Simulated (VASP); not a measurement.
# Sc3I2 (P-3m1) in VASP: a series of runs, part 2 of 2

VASP 6.6.1.

### Step 3. Single point, PBE

Contents of INCAR:

```
SYSTEM = Sc3I2
PREC = Accurate ; ENCUT = 520
EDIFF = 1E-6 ; ISMEAR = 0
SIGMA = 0.1 ; LREAL = .False.
LASPH = .True. ; NELM = 60
ALGO = Normal ; ISIF = 2
LWAVE = .False. ; LCHARG = .False.
GGA = PE ; NBANDS = 32
```

Contents of KPOINTS:

```
regular mesh
0
Gamma
  12 12 6
  0 0 0
```

Contents of POSCAR:

```
Sc3I2
1.0
    4.9446054492      0.0000000000      0.0000000000
   -2.4723027246      4.2821539307      0.0000000000
    0.0000000000      0.0000000000      6.1197573852
Sc I
3 2
Direct
    0.0000000000      0.0000000000      0.0000000000
    0.3333333333      0.6666666667      0.6696452196
    0.6666666667      0.3333333333      0.3303547804
    0.3333333333      0.6666666667      0.1913745326
    0.6666666667      0.3333333333      0.8086254674
```

Potentials or basis: VASP PAW PBE potentials, release 64 (Sc_sv, I).

Started as:

```
cat potpaw_PBE.64/Sc_sv/POTCAR potpaw_PBE.64/I/POTCAR > POTCAR
mpirun -np 1 vasp_std > vasp.out
```

OUTCAR:

```text
SYSTEM = Sc3I2
   PREC = Accurate
   ENCUT = 520
   EDIFF = 1E-6
   ISMEAR = 0
   LREAL = .False.
   LASPH = .True.
   NELM = 60
   ISIF = 2
   GGA = PE

 ion  position               nearest neighbor table
   1  0.000  0.000  0.000-   4 3.09   5 3.09   5 3.09   4 3.09   5 3.09   4 3.09
   2  0.333  0.667  0.670-   4 2.93   5 2.98   5 2.98   5 2.98   4 3.19
   3  0.667  0.333  0.330-   5 2.93   4 2.98   4 2.98   4 2.98   5 3.19
   4  0.333  0.667  0.191-   2 2.93   3 2.98   3 2.98   3 2.98   1 3.09   1 3.09   1 3.09   2 3.19

   5  0.667  0.333  0.809-   3 2.93   2 2.98   2 2.98   2 2.98   1 3.09   1 3.09   1 3.09   3 3.19

  LATTYP: Found a hexagonal cell.
 ALAT       =     4.9446054492
 C/A-ratio  =     1.2376634391

  Lattice vectors:

 A1 = (   4.9446054492,   0.0000000000,   0.0000000000)
 A2 = (  -2.4723027246,   4.2821539307,   0.0000000000)
 A3 = (   0.0000000000,   0.0000000000,   6.1197573852)

Analysis of symmetry for initial positions (statically):
=====================================================================
 Subroutine PRICEL returns:
 Original cell was already a primitive cell.

 Routine SETGRP: Setting up the symmetry group for a
 hexagonal supercell.

 Subroutine GETGRP returns: Found 12 space group operations
 (whereof 12 operations were pure point group operations)
 out of a pool of 24 trial point group operations.

The static configuration has the point symmetry D_3d.

Analysis of symmetry for dynamics (positions and initial velocities):
=====================================================================
 Subroutine PRICEL returns:
 Original cell was already a primitive cell.

 Routine SETGRP: Setting up the symmetry group for a
 hexagonal supercell.

 Subroutine GETGRP returns: Found 12 space group operations
 (whereof 12 operations were pure point group operations)
 out of a pool of 24 trial point group operations.

The dynamic configuration has the point symmetry D_3d.

 Subroutine INISYM returns: Found 12 space group operations
 (whereof 12 operations are pure point group operations),
 and found     1 'primitive' translations

----------------------------------------------------------------------------------------

                                     Primitive cell

  volume of cell :     129.5771

  direct lattice vectors                    reciprocal lattice vectors
     4.944605449  0.000000000  0.000000000     0.202240605  0.116763668  0.000000000
    -2.472302725  4.282153931  0.000000000     0.000000000  0.233527336  0.000000000
     0.000000000  0.000000000  6.119757385     0.000000000  0.000000000  0.163405171

  length of vectors
     4.944605449  4.944605449  6.119757385     0.233527336  0.233527336  0.163405171

  position of ions in fractional coordinates (direct lattice)
     0.000000000  0.000000000  0.000000000
     0.333333333  0.666666667  0.669645220
     0.666666667  0.333333333  0.330354780
     0.333333333  0.666666667  0.191374533
     0.666666667  0.333333333  0.808625467

  ion indices of the primitive-cell ions
[... 27 lines left out ...]

 Subroutine IBZKPT returns following result:
 ===========================================

 Found    100 irreducible k-points:

 Following reciprocal coordinates:
            Coordinates               Weight
  0.000000  0.000000  0.000000      1.000000
  0.083333  0.000000  0.000000      6.000000
  0.166667  0.000000  0.000000      6.000000
  0.250000 -0.000000  0.000000      6.000000
  0.333333 -0.000000  0.000000      6.000000
  0.416667  0.000000  0.000000      6.000000
[... 16 lines left out ...]
  0.166667  0.000000  0.166667      6.000000
  0.000000  0.166667  0.166667      6.000000
 [... further k-points ...]
   k-points           NKPTS =    100   k-points in BZ     NKDIM =    100   number of bands    NBANDS=     32
   number of dos      NEDOS =    301   number of ions     NIONS =      5
   total plane-waves  NPLWV =  76800
   dimension x,y,z NGX =    40 NGY =   40 NGZ =   48
   dimension x,y,z NGXF=    80 NGYF=   80 NGZF=   96
   ions per type =               3   2
   NGX,Y,Z   is equivalent  to a cutoff of  13.45, 13.45, 13.04 a.u.
   NGXF,Y,Z  is equivalent  to a cutoff of  26.90, 26.90, 26.08 a.u.
 SYSTEM =  Sc3I2
   PREC   = accura    normal or accurate (medium, high low for compatibility)
   ISTART =      0    job   : 0-new  1-cont  2-samecut
   ICHARG =      2    charge: 1-file 2-atom 10-const
   ISPIN  =      1    spin polarized calculation?
   LNONCOLLINEAR =      F non collinear calculations
   LSORBIT =      F    spin-orbit coupling
   LASPH  =      T    aspherical Exc in radial PAW
   ENCUT  =  520.0 eV  38.22 Ry    6.18 a.u.   9.19  9.19 11.38*2*pi/ulx,y,z
   NELM   =     60;   NELMIN=  2; NELMDL= -5     # of ELM steps
   EDIFF  = 0.1E-05   stopping-criterion for ELM
   LREAL  =      F    real-space projection
   EDIFFG = 0.1E-04   stopping-criterion for IOM
   NSW    =      0    number of steps for IOM
   IBRION =     -1    ionic relax: 0-MD 1-quasi-New 2-CG
   NFREE  =      0    steps in history (QN), initial steepest desc. (CG)
   ISIF   =      2    stress and relaxation
   ISYM   =      2    0-nonsym 1-usesym 2-fastsym
   POTIM  = 0.5000    time-step for ionic-motion
   TEBEG  =    0.0;   TEEND  =   0.0 temperature during run
   PSTRESS=    0.0 pullay stress
   NELECT =      47.0000    total number of electrons
   NUPDOWN=      -1.0000    fix difference up-down
   EMIN   =  10.00;   EMAX   =-10.00  energy-range for DOS
   EFERMI =   0.00;   METHOD = LEGACY
   ISMEAR =     0;   SIGMA  =   0.10  broadening in eV -4-tet -1-fermi 0-gaus
   EFERMI_NEDOS =   21; number of points for ismear=-14 and -15
   IALGO  =     38    algorithm
   IMIX   =      4    mixing-type and parameters
     AMIX     =   0.40;   BMIX     =  1.00
     AMIX_MAG =   1.60;   BMIX_MAG =  1.00
  volume/ion in A,a.u.               =      25.92       174.89
  Fermi-wavevector in a.u.,A,eV,Ry     =   1.167521  2.206295 18.546177  1.363106
  Thomas-Fermi vector in A             =   2.304020
   LORBIT       =      0    0 simple, 1 ext, 2 COOP (PROOUT), +10 PAW based schemes
   GGA     = PE    functional components
   LHFCALC =     F    Hartree Fock is set to
   AEXX    =    0.0000 exact exchange contribution
   IVDW    =     0    specifies the selected vdW correction
   LEPSILON=     F    determine dielectric tensor
   LRPA    =     F    only Hartree local field effects (RPA)
 non-spin polarized calculation
 Gauss-broadening in eV      SIGMA  =   0.10
  energy-cutoff  :      520.00
  volume of cell :      129.58
 maximum number of plane-waves:      3509
 NGX is ok and might be reduce to    40
   NGX = 19   NGY = 19   NGZ = 23

 number of electron      47.0000001 magnetization

 Free energy of the ion-electron system (eV)
  ---------------------------------------------------
  ext. energy  EPLUGINS =         0.00000000
  ---------------------------------------------------
  free energy    TOTEN  =       -22.01798563 eV

  energy without entropy =      -21.99709872  energy(sigma->0) =      -22.00754217

 E-fermi :   6.8242     XC(G=0):  -9.8642

 val. band max:        6.8231570539   @ k =  -0.0833   0.3333   0.1667
 cond. band min:       6.8260227281   @ k =   0.0000   0.4167   0.3333
 fundamental gap:      0.0028656742
 Fermi energy:         6.8242288750

 k-point     1 :       0.0000    0.0000    0.0000
  band No.  band energies     occupation
      1     -43.0630      2.00000
      2     -43.0322      2.00000
      3     -43.0233      2.00000
      4     -21.7655      2.00000
      5     -21.7621      2.00000
      6     -21.7621      2.00000
[... 829 lines left out ...]
     31       8.5636      0.00000
     32       8.7485      0.00000

 [... further k-points ...]

------------------------ aborting loop because EDIFF is reached ----------------------------------------

  FORCE on cell =-STRESS in cart. coord.  units (eV):
  Direction    XX          YY          ZZ          XY          YZ          ZX
  --------------------------------------------------------------------------------------
  -------------------------------------------------------------------------------------
  Total        0.0315862      0.0315862      0.0360052      0.0000000     -0.0000000     -0.0000000
  in kB        0.3905534      0.3905534      0.4451918      0.0000000     -0.0000000     -0.0000000
  external PRESSURE =       0.4087662 kB  Pullay stress =       0.0000000 kB

 VOLUME and BASIS-vectors are now :
 -----------------------------------------------------------------------------
  energy-cutoff  :      520.00
  volume of cell :      129.58
      direct lattice vectors                 reciprocal lattice vectors
     4.944605449  0.000000000  0.000000000     0.202240605  0.116763668  0.000000000
    -2.472302725  4.282153931  0.000000000     0.000000000  0.233527336  0.000000000
     0.000000000  0.000000000  6.119757385     0.000000000  0.000000000  0.163405171

 POSITION                                       TOTAL-FORCE (eV/Angst)
 -----------------------------------------------------------------------------------
      0.00000      0.00000      0.00000        -0.000000      0.000000      0.000000
     -0.00000      2.85477      4.09807         0.000000      0.000000      0.000532
      2.47230      1.42738      2.02169         0.000000     -0.000000     -0.000532
     -0.00000      2.85477      1.17117         0.000000      0.000000     -0.000939
      2.47230      1.42738      4.94859        -0.000000      0.000000      0.000939
 -----------------------------------------------------------------------------------
    total drift:                                0.000000     -0.000000     -0.000000

  FREE ENERGIE OF THE ION-ELECTRON SYSTEM (eV)
  ---------------------------------------------------
  free  energy   TOTEN  =       -22.0179856264 eV

  energy  without entropy=      -21.9970987214  energy(sigma->0) =      -22.00754217
```

It took 13 min on 1 thread of Oxide Virtual Turin-like, shared host; peak memory 0.45 GiB.

What came out:

| Property | Result |
| --- | --- |
| Free energy | -22.0180 eV |
| Pressure | 0.0 GPa |
| Band gap on the k mesh | zero (an odd number of electrons rules out a gap without spin polarisation) |

Levels at points of the mesh, in eV from the Fermi level:
| k point | band 20 | band 21 | band 22 | band 23 | band 24 | band 25 | band 26 | band 27 |
| --- | --- | --- | --- | --- | --- | --- | --- | --- |
| (0.00, 0.00, 0.00) | -4.56 | -1.26 | -1.06 | -1.06 | -0.06 | 0.60 | 0.60 | 0.90 |
| (0.50, 0.00, 0.00) | -5.08 | -1.42 | -0.79 | -0.40 | 0.13 | 0.68 | 0.76 | 0.86 |
| (0.00, 0.00, 0.50) | -5.15 | -0.71 | -0.71 | 0.00 | 0.03 | 0.33 | 0.33 | 1.30 |
| (0.50, 0.00, 0.50) | -5.00 | -0.70 | -0.41 | -0.26 | 0.22 | 0.36 | 0.73 | 0.83 |

Caveat: spin-orbit coupling is left out, which moves the levels of the heavy elements.
